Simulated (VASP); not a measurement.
# CuI (Cmcm) in VASP: notebook

The runs below take CuI through single point, with PBE.

Everything below comes from runs of VASP 6.6.1. Logs are shortened: lines on timing, memory, paths and dates and some standing lists are left out, and cuts for length are marked.

### 1 The cell of the first run

It takes space group Cmcm (No. 63, orthorhombic). Conventional cell: a = 7.317 Å, b = 7.274 Å, c = 4.307 Å, α = 90.00°, β = 90.00°, γ = 90.00°. Cu (site symmetry m2m) has 2 Cu at 2.44 Å and 3 I at 2.54 to 2.56 Å within 3.2 Å. Within 3.4 Å of I (site symmetry m2m) lie 3 Cu at 2.54 to 2.56 Å.

### 2 Single point, PBE (equal xx and yy strain of -2 %)

INCAR

```
PREC = Accurate
ENCUT = 520
EDIFF = 1E-6
ISMEAR = -1
SIGMA = 0.02
LREAL = F
LASPH = T
NELM = 60
ALGO = Normal
ISIF = 2
LWAVE = F
LCHARG = F
GGA = PE
NBANDS = 26
```

KPOINTS

```
Automatic mesh
0
Gamma
  5 5 6
```

POSCAR

```
CuI
1.0
    3.6585042382     -3.6368646426      0.0000000000
    3.6585042382      3.6368646426      0.0000000000
    0.0000000000      0.0000000000      4.3069976700
Cu I
2 2
Direct
    0.4204388300      0.5795611700      0.7500000000
    0.5795611700      0.4204388300      0.2500000000
    0.7700426800      0.2299573200      0.7500000000
    0.2299573200      0.7700426800      0.2500000000
```

Potentials or basis: VASP PAW PBE potentials, release 64 (Cu, I).

Command:

```
$ cat potpaw_PBE.64/Cu/POTCAR potpaw_PBE.64/I/POTCAR > POTCAR
$ mpirun -np 1 vasp_std > vasp.out
```

OUTCAR:

```text
PREC = Accurate
   ENCUT = 520
   EDIFF = 1E-6
   ISMEAR = -1
   LREAL = F
   LASPH = T
   NELM = 60
   ISIF = 2
   GGA = PE

 ion  position               nearest neighbor table
   1  0.420  0.580  0.750-   2 2.44   2 2.44   3 2.54   4 2.56   4 2.56
   2  0.580  0.420  0.250-   1 2.44   1 2.44   4 2.54   3 2.56   3 2.56
   3  0.770  0.230  0.750-   1 2.54   2 2.56   2 2.56
   4  0.230  0.770  0.250-   2 2.54   1 2.56   1 2.56

  LATTYP: Found a base centered orthorhombic cell.
 ALAT       =     7.2737292852
 B/A-ratio  =     1.0059500690
 C/A-ratio  =     0.5921305978

  Lattice vectors:

 A1 = (  -3.6585042382,  -3.6368646426,   0.0000000000)
 A2 = (   3.6585042382,  -3.6368646426,   0.0000000000)
 A3 = (   0.0000000000,   0.0000000000,   4.3069976700)

Analysis of symmetry for initial positions (statically):
=====================================================================
 Subroutine PRICEL returns:
 Original cell was already a primitive cell.

 Routine SETGRP: Setting up the symmetry group for a
 base centered orthorhombic supercell.

 Subroutine GETGRP returns: Found  8 space group operations
 (whereof  4 operations were pure point group operations)
 out of a pool of  8 trial point group operations.

The static configuration has the point symmetry C_2h.
 The point group associated with its full space group is D_2h.

Analysis of symmetry for dynamics (positions and initial velocities):
=====================================================================
 Subroutine PRICEL returns:
 Original cell was already a primitive cell.

 Routine SETGRP: Setting up the symmetry group for a
 base centered orthorhombic supercell.

 Subroutine GETGRP returns: Found  8 space group operations
 (whereof  4 operations were pure point group operations)
 out of a pool of  8 trial point group operations.

The dynamic configuration has the point symmetry C_2h.
 The point group associated with its full space group is D_2h.

 Subroutine INISYM returns: Found  8 space group operations
 (whereof  4 operations are pure point group operations),
 and found     1 'primitive' translations

----------------------------------------------------------------------------------------

                                     Primitive cell

  volume of cell :     114.6134

  direct lattice vectors                    reciprocal lattice vectors
     3.658504238 -3.636864643  0.000000000     0.136667875 -0.137481058  0.000000000
     3.658504238  3.636864643  0.000000000     0.136667875  0.137481058  0.000000000
     0.000000000  0.000000000  4.306997670     0.000000000  0.000000000  0.232180297

  length of vectors
     5.158627501  5.158627501  4.306997670     0.193853423  0.193853423  0.232180297

  position of ions in fractional coordinates (direct lattice)
     0.420438830  0.579561170  0.750000000
     0.579561170  0.420438830  0.250000000
     0.770042680  0.229957320  0.750000000
     0.229957320  0.770042680  0.250000000

  ion indices of the primitive-cell ions
   primitive index   ion index
                 1           1
                 2           2
                 3           3
                 4           4

----------------------------------------------------------------------------------------

 KPOINTS: Automatic mesh

Automatic generation of k-mesh.
 Grid dimensions read from file:
 generate k-points for:    5    5    6

 Generating k-lattice:

  Cartesian coordinates                     Fractional coordinates (reciprocal lattice)
     0.027333575 -0.027496212  0.000000000     0.200000000  0.000000000  0.000000000
     0.027333575  0.027496212  0.000000000     0.000000000  0.200000000  0.000000000
     0.000000000  0.000000000  0.038696716     0.000000000  0.000000000  0.166666667

  Length of vectors
     0.038770685  0.038770685  0.038696716

  Shift w.r.t. Gamma in fractional coordinates (k-lattice)
     0.000000000  0.000000000  0.000000000

 Subroutine IBZKPT returns following result:
 ===========================================

 Found     36 irreducible k-points:

 Following reciprocal coordinates:
            Coordinates               Weight
  0.000000  0.000000  0.000000      1.000000
  0.200000  0.000000  0.000000      4.000000
  0.400000  0.000000  0.000000      4.000000
  0.200000  0.200000  0.000000      2.000000
  0.400000  0.200000  0.000000      4.000000
 -0.400000  0.200000  0.000000      4.000000
[... 16 lines left out ...]
  0.400000  0.200000  0.333333      8.000000
 -0.400000  0.200000  0.333333      8.000000
 [... further k-points ...]
   k-points           NKPTS =     36   k-points in BZ     NKDIM =     36   number of bands    NBANDS=     26
   number of dos      NEDOS =    301   number of ions     NIONS =      4
   total plane-waves  NPLWV =  51200
   dimension x,y,z NGX =    40 NGY =   40 NGZ =   32
   dimension x,y,z NGXF=    80 NGYF=   80 NGZF=   64
   ions per type =               2   2
   NGX,Y,Z   is equivalent  to a cutoff of  12.89, 12.89, 12.35 a.u.
   NGXF,Y,Z  is equivalent  to a cutoff of  25.78, 25.78, 24.70 a.u.
 SYSTEM =  unknown system
   PREC   = accura    normal or accurate (medium, high low for compatibility)
   ISTART =      0    job   : 0-new  1-cont  2-samecut
   ICHARG =      2    charge: 1-file 2-atom 10-const
   ISPIN  =      1    spin polarized calculation?
   LNONCOLLINEAR =      F non collinear calculations
   LSORBIT =      F    spin-orbit coupling
   LASPH  =      T    aspherical Exc in radial PAW
   ENCUT  =  520.0 eV  38.22 Ry    6.18 a.u.   9.59  9.59  8.01*2*pi/ulx,y,z
   NELM   =     60;   NELMIN=  2; NELMDL= -5     # of ELM steps
   EDIFF  = 0.1E-05   stopping-criterion for ELM
   LREAL  =      F    real-space projection
   EDIFFG = 0.1E-04   stopping-criterion for IOM
   NSW    =      0    number of steps for IOM
   IBRION =     -1    ionic relax: 0-MD 1-quasi-New 2-CG
   NFREE  =      0    steps in history (QN), initial steepest desc. (CG)
   ISIF   =      2    stress and relaxation
   ISYM   =      2    0-nonsym 1-usesym 2-fastsym
   POTIM  = 0.5000    time-step for ionic-motion
   TEBEG  =    0.0;   TEEND  =   0.0 temperature during run
   PSTRESS=    0.0 pullay stress
   NELECT =      36.0000    total number of electrons
   NUPDOWN=      -1.0000    fix difference up-down
   EMIN   =  10.00;   EMAX   =-10.00  energy-range for DOS
   EFERMI =   0.00;   METHOD = LEGACY
   ISMEAR =    -1;   SIGMA  =   0.02  broadening in eV -4-tet -1-fermi 0-gaus
   EFERMI_NEDOS =   21; number of points for ismear=-14 and -15
   IALGO  =     38    algorithm
   IMIX   =      4    mixing-type and parameters
     AMIX     =   0.40;   BMIX     =  1.00
     AMIX_MAG =   1.60;   BMIX_MAG =  1.00
  volume/ion in A,a.u.               =      28.65       193.36
  Fermi-wavevector in a.u.,A,eV,Ry     =   1.112834  2.102952 16.849461  1.238400
  Thomas-Fermi vector in A             =   2.249413
   LORBIT       =      0    0 simple, 1 ext, 2 COOP (PROOUT), +10 PAW based schemes
   GGA     = PE    functional components
   LHFCALC =     F    Hartree Fock is set to
   AEXX    =    0.0000 exact exchange contribution
   IVDW    =     0    specifies the selected vdW correction
   LEPSILON=     F    determine dielectric tensor
   LRPA    =     F    only Hartree local field effects (RPA)
 non-spin polarized calculation
  energy-cutoff  :      520.00
  volume of cell :      114.61
 maximum number of plane-waves:      3116
 NGX is ok and might be reduce to    40
   NGX = 19   NGY = 19   NGZ = 17

 number of electron      36.0000008 magnetization

 Free energy of the ion-electron system (eV)
  ---------------------------------------------------
  ext. energy  EPLUGINS =         0.00000000
  ---------------------------------------------------
  free energy    TOTEN  =       -10.86676274 eV

  energy without entropy =      -10.86676274  energy(sigma->0) =      -10.86676274

 E-fermi :   4.6943     XC(G=0):  -8.7850

 val. band max:        4.2589035011   @ k =   0.0000   0.0000   0.0000
 cond. band min:       5.3764393145   @ k =   0.0000   0.0000   0.0000
 fundamental gap:      1.1175358134
 Fermi energy:         4.6943479328

 k-point     1 :       0.0000    0.0000    0.0000
  band No.  band energies     occupation
      1      -9.7689      2.00000
      2      -8.9323      2.00000
      3      -1.4247      2.00000
      4      -0.0978      2.00000
      5       0.0908      2.00000
      6       0.1468      2.00000
[... 18 lines left out ...]
     25      12.2624      0.00000
     26      12.7818      0.00000

 k-point     2 :       0.2000    0.0000    0.0000
  band No.  band energies     occupation
      1      -9.6915      2.00000
      2      -9.0104      2.00000
      3      -1.3504      2.00000
      4      -0.2679      2.00000
      5      -0.0341      2.00000
      6       0.2215      2.00000
[... 18 lines left out ...]
     25      12.3031      0.00000
     26      12.3154      0.00000

 k-point     3 :       0.4000    0.0000    0.0000
  band No.  band energies     occupation
      1      -9.4908      2.00000
      2      -9.2127      2.00000
      3      -1.1169      2.00000
      4      -0.6672      2.00000
      5      -0.1314      2.00000
      6       0.4391      2.00000
[... 18 lines left out ...]
     25      11.6043      0.00000
     26      11.7186      0.00000

 k-point     4 :       0.2000    0.2000    0.0000
  band No.  band energies     occupation
      1      -9.6512      2.00000
      2      -9.0322      2.00000
      3      -1.6288      2.00000
      4      -0.0930      2.00000
      5       0.0159      2.00000
      6       0.3541      2.00000
[... 18 lines left out ...]
     25      11.2290      0.00000
     26      12.1949      0.00000

 k-point     5 :       0.4000    0.2000    0.0000
  band No.  band energies     occupation
      1      -9.4993      2.00000
      2      -9.1722      2.00000
      3      -1.6409      2.00000
      4      -0.2312      2.00000
      5      -0.0908      2.00000
      6       0.3174      2.00000
[... 18 lines left out ...]
     25      11.1522      0.00000
     26      11.9975      0.00000

 k-point     6 :      -0.4000    0.2000    0.0000
  band No.  band energies     occupation
      1      -9.4127      2.00000
      2      -9.2698      2.00000
      3      -1.3155      2.00000
      4      -0.5504      2.00000
      5      -0.1608      2.00000
      6      -0.0150      2.00000
[... 427 lines left out ...]
 k-point    21 :       0.4000    0.0000    0.3333
  band No.  band energies     occupation
      1      -9.2530      2.00000
      2      -9.1075      2.00000
      3      -1.6478      2.00000
      4      -1.1455      2.00000
      5      -0.0320      2.00000
      6       0.3394      2.00000
[... 18 lines left out ...]
     25      11.2818      0.00000
     26      12.0455      0.00000

 k-point    22 :       0.2000    0.2000    0.3333
  band No.  band energies     occupation
      1      -9.3478      2.00000
      2      -9.0222      2.00000
      3      -1.3709      2.00000
      4      -0.9121      2.00000
      5      -0.4561      2.00000
      6       0.0470      2.00000
[... 18 lines left out ...]
     25      11.1600      0.00000
     26      11.4222      0.00000

 k-point    23 :       0.4000    0.2000    0.3333
  band No.  band energies     occupation
      1      -9.2537      2.00000
      2      -9.0841      2.00000
      3      -1.5685      2.00000
      4      -0.9853      2.00000
      5      -0.3361      2.00000
      6       0.1541      2.00000
[... 18 lines left out ...]
     25      11.3353      0.00000
     26      11.8329      0.00000

 k-point    24 :      -0.4000    0.2000    0.3333
  band No.  band energies     occupation
      1      -9.2062      2.00000
      2      -9.1330      2.00000
      3      -1.6517      2.00000
      4      -1.1092      2.00000
      5      -0.0234      2.00000
      6       0.2825      2.00000
[... 18 lines left out ...]
     25      11.8457      0.00000
     26      12.4016      0.00000

 [... further k-points ...]

------------------------ aborting loop because EDIFF is reached ----------------------------------------

  FORCE on cell =-STRESS in cart. coord.  units (eV):
  Direction    XX          YY          ZZ          XY          YZ          ZX
  --------------------------------------------------------------------------------------
  -------------------------------------------------------------------------------------
  Total        0.8964509      3.0076045      2.2510320      0.0000000     -0.0000000      0.0000000
  in kB       12.5314619     42.0432208     31.4671145      0.0000000     -0.0000000      0.0000000
  external PRESSURE =      28.6805991 kB  Pullay stress =       0.0000000 kB

 VOLUME and BASIS-vectors are now :
 -----------------------------------------------------------------------------
  energy-cutoff  :      520.00
  volume of cell :      114.61
      direct lattice vectors                 reciprocal lattice vectors
     3.658504238 -3.636864643  0.000000000     0.136667875 -0.137481058  0.000000000
     3.658504238  3.636864643  0.000000000     0.136667875  0.137481058  0.000000000
     0.000000000  0.000000000  4.306997670     0.000000000  0.000000000  0.232180297

 POSITION                                       TOTAL-FORCE (eV/Angst)
 -----------------------------------------------------------------------------------
      3.65850      0.57871      3.23025         0.000000      0.241715      0.000000
      3.65850     -0.57871      1.07675         0.000000     -0.241715      0.000000
      3.65850     -1.96422      3.23025         0.000000     -0.513114     -0.000000
      3.65850      1.96422      1.07675         0.000000      0.513114      0.000000
 -----------------------------------------------------------------------------------
    total drift:                                0.000000     -0.000000      0.000000

  FREE ENERGIE OF THE ION-ELECTRON SYSTEM (eV)
  ---------------------------------------------------
  free  energy   TOTEN  =       -10.8667627351 eV

  energy  without entropy=      -10.8667627351  energy(sigma->0) =      -10.86676274
```

Run time: 50 s. Hardware: 1 thread of AMD EPYC 9R45 (Zen 5), shared host; peak memory 0.24 GiB.

Results:

```
Free energy            : -10.8668 eV
Pressure               : 2.9 GPa
Largest force          : 0.513 eV/Å
Band gap on the k mesh : 1.12 eV
```

Forces in eV/Å, atoms in the order of the input:
```
Cu   0.000  0.242  0.000
Cu   0.000 -0.242  0.000
I    0.000 -0.513  0.000
I    0.000  0.513  0.000
```

Caveat: the cell differs from its parent crystal (equal xx and yy strain of -2 %); spin-orbit coupling is left out, which moves the levels of the heavy elements. A k mesh can miss the band edges.

### 3 Single point, PBE (equal xx and yy strain of +1 %)

INCAR

```
SYSTEM = CuI
  PREC = Accurate
  ENCUT = 520
  EDIFF = 1E-7
  ISMEAR = -1
  SIGMA = 0.02
  LREAL = .False.
  LASPH = .True.
  NELM = 60
  ALGO = Normal
  ISIF = 2
  LWAVE = .False.
  LCHARG = .False.
  GGA = PE
  NBANDS = 26
```

KPOINTS

```
regular mesh
0
Gamma
  5 5 6
  0 0 0
```

POSCAR: that of step 2 with these lines changed.

```diff
@@ -2,4 +2,4 @@
 1.0
-    3.6585042382     -3.6368646426      0.0000000000
-    3.6585042382      3.6368646426      0.0000000000
+    3.7704992659     -3.7481972337      0.0000000000
+    3.7704992659      3.7481972337      0.0000000000
     0.0000000000      0.0000000000      4.3069976700
```

Potentials or basis: VASP PAW PBE potentials, release 64 (Cu, I).

Command:

```
$ cat potpaw_PBE.64/Cu/POTCAR potpaw_PBE.64/I/POTCAR > POTCAR
$ mpirun -np 1 vasp_std > vasp.out
```

Run time: 53 s. Hardware: 1 thread of AMD EPYC 9R45 (Zen 5), shared host; peak memory 0.25 GiB.

The run converged. Its results:

- Free energy: -10.9390 eV
- Pressure: 0.8 GPa
- Largest force: 0.076 eV/Å
- Band gap on the k mesh: 1.00 eV

Forces in eV/Å, atoms in the order of the input:
```
Cu   0.000  0.076  0.000
Cu   0.000 -0.076  0.000
I    0.000  0.016  0.000
I    0.000 -0.016  0.000
```

Stress tensor (GPa, compression positive):
```
0.80 0.00 0.00
0.00 0.60 0.00
0.00 0.00 1.08
```

Levels at points of the mesh, in eV from the valence-band top:
| k point | band 16 | band 17 | band 18 | band 19 | band 20 | band 21 |
| --- | --- | --- | --- | --- | --- | --- |
| (0.00, 0.00, 0.00) | -1.46 | -0.93 | 0.00 | 1.00 | 1.80 | 2.51 |
| (0.00, 0.00, 0.50) | -1.77 | -1.58 | -1.58 | 3.58 | 3.58 | 3.85 |

Caveat: the cell differs from its parent crystal (equal xx and yy strain of +1 %); spin-orbit coupling is left out, which moves the levels of the heavy elements.

### 4 Single point, PBE (equal xx and yy strain of +3 %)

INCAR: that of step 3 with these lines changed.

```diff
@@ -12,4 +12,6 @@
   LWAVE = .False.
-  LCHARG = .False.
+  LCHARG = .True.
   GGA = PE
+  LELF = .True.
+  LVHAR = .True.
   NBANDS = 26
```

KPOINTS is that of step 3.

POSCAR: that of step 3 with these lines changed.

```diff
@@ -2,4 +2,4 @@
 1.0
-    3.7704992659     -3.7481972337      0.0000000000
-    3.7704992659      3.7481972337      0.0000000000
+    3.8451626177     -3.8224189611      0.0000000000
+    3.8451626177      3.8224189611      0.0000000000
     0.0000000000      0.0000000000      4.3069976700
```

Command:

```
$ cat potpaw_PBE.64/Cu/POTCAR potpaw_PBE.64/I/POTCAR > POTCAR
$ mpirun -np 1 vasp_std > vasp.out
```

Run time: 54 s. Hardware: 1 thread of AMD EPYC 9R45 (Zen 5), shared host; peak memory 0.25 GiB.

It converged, with:

```
Free energy            : -10.9443 eV
Pressure               : -0.2 GPa
Largest force          : 0.302 eV/Å
Band gap on the k mesh : 0.92 eV
```

Forces on the atoms (eV/Å):
```
Cu   0.000  0.016  0.000
Cu   0.000 -0.016  0.000
I    0.000  0.302  0.000
I    0.000 -0.302  0.000
```

Stress tensor (GPa, compression positive):
```
 0.59  0.00  0.00
 0.00 -1.18  0.00
 0.00  0.00 -0.02
```

Levels at points of the mesh, in eV from the valence-band top:
```
           k point  band 14  band 15  band 16  band 17  band 18  band 19  band 20  band 21  band 22  band 23
(0.00, 0.00, 0.00)    -1.73    -1.67    -1.40    -0.95     0.00     0.92     1.91     2.64     4.58     5.10
(0.00, 0.00, 0.50)    -1.79    -1.69    -1.69    -1.53    -1.53     3.41     3.41     3.92     3.92     5.92
```

Caveat: the cell differs from its parent crystal (equal xx and yy strain of +3 %); spin-orbit coupling is left out, which moves the levels of the heavy elements. A k mesh can miss the band edges.

### 5 Overview

| cell | gap on the mesh (eV) | pressure (GPa) | largest force (eV/Å) |
| --- | --- | --- | --- |
| a = 5.159, b = 5.159, c = 4.307 Å, angles 90.0, 90.0, 89.7°, 4 atoms | 1.12 | 2.9 | 0.51 |
| a = 5.317, b = 5.317, c = 4.307 Å, angles 90.0, 90.0, 89.7°, 4 atoms | 1.00 | 0.8 | 0.08 |
| a = 5.422, b = 5.422, c = 4.307 Å, angles 90.0, 90.0, 89.7°, 4 atoms | 0.92 | -0.2 | 0.30 |

Alike in all rows: task single point; level PBE; potentials or basis VASP PAW PBE potentials, release 64 (Cu, I); no spin polarisation; k mesh 5 × 5 × 6; cutoff (eV) 520; smearing fermi-dirac 0.02 eV.

Caveats: spin-orbit coupling is left out, which moves the levels of the heavy elements.

Total energies depend on the potentials used, so only differences within one code and one set of settings carry meaning.
